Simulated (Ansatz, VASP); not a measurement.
## AlN in VASP and in Ansatz

```xyz
4
Lattice="3.1449 0.0000 0.0000 -1.5725 2.7236 0.0000 0.0000 0.0000 4.9512" Properties=species:S:1:pos:R:3 pbc="T T T"
Al    0.0000    1.8157   -0.0075
Al    1.5725    0.9079    2.4681
N     0.0000    1.8157    1.8989
N     1.5725    0.9079    4.3745
```

Change from the starting cell: strained cell.

Alike in both runs: functional PBEsol; k mesh 9 × 9 × 4; occupations gaussian, width 0.02 eV; no spin polarisation.

Ansatz relaxed the structure, and its values are those at the end. VASP's run is a single point on that final structure, the one shown.

|  | VASP | Ansatz |
| --- | --- | --- |
| version | VASP 6.6.1 | Ansatz 0.2.0 |
| potentials or method | VASP PAW PBE potentials, release 64 (Al, N), cutoff 600 eV | scalar-relativistic, plane waves, PAW |
| valence electrons in the cell | 16 | 16 |

|  | VASP | Ansatz | Ansatz less VASP |
| --- | --- | --- | --- |
| gap on the k mesh at the Fermi level (eV) | 3.91 | 3.89 | -0.014 |
| least direct gap on the mesh (eV) | 3.91 | 3.89 | -0.014 |
| pressure (GPa) | -3.1 | -2.8 | +0.22 |

VASP's potentials were made for PBE, not for PBEsol. The functional is the same, so the differences come from potentials, cutoffs and numerics. Ansatz's warnings: stress scf threshold loose.
